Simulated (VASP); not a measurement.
# SiC (F-43m) in VASP: further runs

The runs below take SiC through single point, with PBE.

All numbers are computed with VASP 6.6.1; they aren't measurements. Logs are shortened: lines on timing, memory, paths and dates and some standing lists are left out, and cuts for length are marked.

### 1 The cell of the first run

It takes space group F-43m (No. 216, cubic). The conventional cell has a = 4.356 Å, b = 4.356 Å, c = 4.356 Å, α = 90.00°, β = 90.00°, γ = 90.00°. Within 2.5 Å of Si (site symmetry -43m) lie 4 C at 1.89 Å. C (site symmetry -43m) has 4 Si at 1.89 Å within 2.5 Å.

### 2 Single point, PBE

INCAR reads:

```
ALGO = Normal
EDIFF = 1E-6
ENCUT = 520
GGA = PE
ISIF = 2
ISMEAR = 0
LASPH = True
LCHARG = False
LREAL = False
LWAVE = False
NBANDS = 11
NELM = 60
PREC = Accurate
SIGMA = 0.01
```

KPOINTS reads:

```
k-points
0
Gamma
  2 2 2
```

POSCAR reads:

```
SiC
1.0
    0.0000000000      2.1780523476      2.1780523476
    2.1780523476      0.0000000000      2.1780523476
    2.1780523476      2.1780523476      0.0000000000
Si C
1 1
Direct
    0.0000000000      0.0000000000      0.0000000000
    0.2500000000      0.2500000000      0.2500000000
```

Potentials or basis: VASP PAW PBE potentials, release 64 (Si, C).

On the command line:

```sh
cat potpaw_PBE.64/Si/POTCAR potpaw_PBE.64/C/POTCAR > POTCAR
mpirun -np 1 vasp_std > vasp.out
```

OUTCAR:

```text
EDIFF = 1E-6
   ENCUT = 520
   GGA = PE
   ISIF = 2
   ISMEAR = 0
   LASPH = True
   LREAL = False
   NELM = 60
   PREC = Accurate

 ion  position               nearest neighbor table
   1  0.000  0.000  0.000-   2 1.89   2 1.89   2 1.89   2 1.89
   2  0.250  0.250  0.250-   1 1.89   1 1.89   1 1.89   1 1.89

  LATTYP: Found a face centered cubic cell.
 ALAT       =     4.3561046952

  Lattice vectors:

 A1 = (   0.0000000000,   2.1780523476,   2.1780523476)
 A2 = (   2.1780523476,   0.0000000000,   2.1780523476)
 A3 = (   2.1780523476,   2.1780523476,   0.0000000000)

Analysis of symmetry for initial positions (statically):
=====================================================================
 Subroutine PRICEL returns:
 Original cell was already a primitive cell.

 Routine SETGRP: Setting up the symmetry group for a
 face centered cubic supercell.

 Subroutine GETGRP returns: Found 24 space group operations
 (whereof 24 operations were pure point group operations)
 out of a pool of 48 trial point group operations.

The static configuration has the point symmetry T_d .

Analysis of symmetry for dynamics (positions and initial velocities):
=====================================================================
 Subroutine PRICEL returns:
 Original cell was already a primitive cell.

 Routine SETGRP: Setting up the symmetry group for a
 face centered cubic supercell.

 Subroutine GETGRP returns: Found 24 space group operations
 (whereof 24 operations were pure point group operations)
 out of a pool of 48 trial point group operations.

The dynamic configuration has the point symmetry T_d .

 Subroutine INISYM returns: Found 24 space group operations
 (whereof 24 operations are pure point group operations),
 and found     1 'primitive' translations

----------------------------------------------------------------------------------------

                                     Primitive cell

  volume of cell :      20.6650

  direct lattice vectors                    reciprocal lattice vectors
     0.000000000  2.178052348  2.178052348    -0.229562894  0.229562894  0.229562894
     2.178052348  0.000000000  2.178052348     0.229562894 -0.229562894  0.229562894
     2.178052348  2.178052348  0.000000000     0.229562894  0.229562894 -0.229562894

  length of vectors
     3.080231170  3.080231170  3.080231170     0.397614596  0.397614596  0.397614596

  position of ions in fractional coordinates (direct lattice)
     0.000000000  0.000000000  0.000000000
     0.250000000  0.250000000  0.250000000

  ion indices of the primitive-cell ions
   primitive index   ion index
                 1           1
                 2           2

----------------------------------------------------------------------------------------

 KPOINTS: k-points

Automatic generation of k-mesh.
 Grid dimensions read from file:
 generate k-points for:    2    2    2

 Generating k-lattice:

  Cartesian coordinates                     Fractional coordinates (reciprocal lattice)
    -0.114781447  0.114781447  0.114781447     0.500000000  0.000000000  0.000000000
     0.114781447 -0.114781447  0.114781447     0.000000000  0.500000000  0.000000000
     0.114781447  0.114781447 -0.114781447     0.000000000  0.000000000  0.500000000

  Length of vectors
     0.198807298  0.198807298  0.198807298

  Shift w.r.t. Gamma in fractional coordinates (k-lattice)
     0.000000000  0.000000000  0.000000000

 Subroutine IBZKPT returns following result:
 ===========================================

 Found      3 irreducible k-points:

 Following reciprocal coordinates:
            Coordinates               Weight
  0.000000  0.000000  0.000000      1.000000
  0.500000  0.000000  0.000000      4.000000
  0.500000  0.500000  0.000000      3.000000
   k-points           NKPTS =      3   k-points in BZ     NKDIM =      3   number of bands    NBANDS=     11
   number of dos      NEDOS =    301   number of ions     NIONS =      2
   total plane-waves  NPLWV =  13824
   dimension x,y,z NGX =    24 NGY =   24 NGZ =   24
   dimension x,y,z NGXF=    48 NGYF=   48 NGZF=   48
   ions per type =               1   1
   NGX,Y,Z   is equivalent  to a cutoff of  12.95, 12.95, 12.95 a.u.
   NGXF,Y,Z  is equivalent  to a cutoff of  25.91, 25.91, 25.91 a.u.
 SYSTEM =  unknown system
   PREC   = accura    normal or accurate (medium, high low for compatibility)
   ISTART =      0    job   : 0-new  1-cont  2-samecut
   ICHARG =      2    charge: 1-file 2-atom 10-const
   ISPIN  =      1    spin polarized calculation?
   LNONCOLLINEAR =      F non collinear calculations
   LSORBIT =      F    spin-orbit coupling
   LASPH  =      T    aspherical Exc in radial PAW
   ENCUT  =  520.0 eV  38.22 Ry    6.18 a.u.   5.73  5.73  5.73*2*pi/ulx,y,z
   NELM   =     60;   NELMIN=  2; NELMDL= -5     # of ELM steps
   EDIFF  = 0.1E-05   stopping-criterion for ELM
   LREAL  =      F    real-space projection
   EDIFFG = 0.1E-04   stopping-criterion for IOM
   NSW    =      0    number of steps for IOM
   IBRION =     -1    ionic relax: 0-MD 1-quasi-New 2-CG
   NFREE  =      0    steps in history (QN), initial steepest desc. (CG)
   ISIF   =      2    stress and relaxation
   ISYM   =      2    0-nonsym 1-usesym 2-fastsym
   POTIM  = 0.5000    time-step for ionic-motion
   TEBEG  =    0.0;   TEEND  =   0.0 temperature during run
   PSTRESS=    0.0 pullay stress
   NELECT =       8.0000    total number of electrons
   NUPDOWN=      -1.0000    fix difference up-down
   EMIN   =  10.00;   EMAX   =-10.00  energy-range for DOS
   EFERMI =   0.00;   METHOD = LEGACY
   ISMEAR =     0;   SIGMA  =   0.01  broadening in eV -4-tet -1-fermi 0-gaus
   EFERMI_NEDOS =   21; number of points for ismear=-14 and -15
   IALGO  =     38    algorithm
   IMIX   =      4    mixing-type and parameters
     AMIX     =   0.40;   BMIX     =  1.00
     AMIX_MAG =   1.60;   BMIX_MAG =  1.00
  volume/ion in A,a.u.               =      10.33        69.73
  Fermi-wavevector in a.u.,A,eV,Ry     =   1.193145  2.254717 19.369182  1.423595
  Thomas-Fermi vector in A             =   2.329166
   LORBIT       =      0    0 simple, 1 ext, 2 COOP (PROOUT), +10 PAW based schemes
   GGA     = PE    functional components
   LHFCALC =     F    Hartree Fock is set to
   AEXX    =    0.0000 exact exchange contribution
   IVDW    =     0    specifies the selected vdW correction
   LEPSILON=     F    determine dielectric tensor
   LRPA    =     F    only Hartree local field effects (RPA)
 non-spin polarized calculation
 Gauss-broadening in eV      SIGMA  =   0.01
  energy-cutoff  :      520.00
  volume of cell :       20.66
 maximum number of plane-waves:       568
 NGX is ok and might be reduce to    24
   NGX = 11   NGY = 11   NGZ = 11

 number of electron       8.0000001 magnetization

 Free energy of the ion-electron system (eV)
  ---------------------------------------------------
  ext. energy  EPLUGINS =         0.00000000
  ---------------------------------------------------
  free energy    TOTEN  =       -12.55794914 eV

  energy without entropy =      -12.55794914  energy(sigma->0) =      -12.55794914

 E-fermi :   8.7725     XC(G=0): -11.2063

 val. band max:        8.6660419009   @ k =   0.0000   0.0000   0.0000
 cond. band min:       9.6025389577   @ k =   0.5000   0.5000   0.0000
 fundamental gap:      0.9364970568
 Fermi energy:         8.7724767611

 k-point     1 :       0.0000    0.0000    0.0000
  band No.  band energies     occupation
      1      -6.9926      2.00000
      2       8.6660      2.00000
      3       8.6660      2.00000
      4       8.6660      2.00000
      5      14.8444      0.00000
      6      15.5165      0.00000
      7      15.5165      0.00000
      8      15.5165      0.00000
      9      22.7199      0.00000
     10      22.7199      0.00000
     11      24.7672      0.00000

 k-point     2 :       0.5000    0.0000    0.0000
  band No.  band energies     occupation
      1      -3.3135      2.00000
      2      -0.1906      2.00000
      3       7.5528      2.00000
      4       7.5528      2.00000
      5      13.8381      0.00000
      6      15.4328      0.00000
      7      15.4328      0.00000
      8      18.5415      0.00000
      9      24.7243      0.00000
     10      25.5361      0.00000
     11      25.5361      0.00000

 k-point     3 :       0.5000    0.5000    0.0000
  band No.  band energies     occupation
      1      -1.7927      2.00000
      2       0.5696      2.00000
      3       5.3075      2.00000
      4       5.3075      2.00000
      5       9.6025      0.00000
      6      12.5827      0.00000
      7      22.5147      0.00000
      8      22.5147      0.00000
      9      23.5547      0.00000
     10      28.3066      0.00000
     11      30.5209      0.00000

------------------------ aborting loop because EDIFF is reached ----------------------------------------

  FORCE on cell =-STRESS in cart. coord.  units (eV):
  Direction    XX          YY          ZZ          XY          YZ          ZX
  --------------------------------------------------------------------------------------
  -------------------------------------------------------------------------------------
  Total        1.5715720      1.5715720      1.5715720      0.0000000      0.0000000      0.0000000
  in kB      121.8456234    121.8456234    121.8456234      0.0000000      0.0000000      0.0000000
  external PRESSURE =     121.8456234 kB  Pullay stress =       0.0000000 kB

 VOLUME and BASIS-vectors are now :
 -----------------------------------------------------------------------------
  energy-cutoff  :      520.00
  volume of cell :       20.66
      direct lattice vectors                 reciprocal lattice vectors
     0.000000000  2.178052348  2.178052348    -0.229562894  0.229562894  0.229562894
     2.178052348  0.000000000  2.178052348     0.229562894 -0.229562894  0.229562894
     2.178052348  2.178052348  0.000000000     0.229562894  0.229562894 -0.229562894

 POSITION                                       TOTAL-FORCE (eV/Angst)
 -----------------------------------------------------------------------------------
      0.00000      0.00000      0.00000        -0.000000     -0.000000     -0.000000
      1.08903      1.08903      1.08903         0.000000      0.000000      0.000000
 -----------------------------------------------------------------------------------
    total drift:                                0.000000      0.000000      0.000000

  FREE ENERGIE OF THE ION-ELECTRON SYSTEM (eV)
  ---------------------------------------------------
  free  energy   TOTEN  =       -12.5579491357 eV

  energy  without entropy=      -12.5579491357  energy(sigma->0) =      -12.55794914
```

Run time: 4.4 s. Hardware: 1 thread of AMD EPYC 7R43 (Zen 3), shared host; peak memory 0.09 GiB.

What came out:

```yaml
Free_energy: -12.5579 eV
Pressure: 12.2 GPa
Band_gap_on_the_k_mesh: 0.94 eV, indirect (least direct gap 4.29 eV)
```

Caveat: the k points lie up to 1.25 Å⁻¹ apart. A k mesh can miss the band edges.

[end of part 1 of 2]
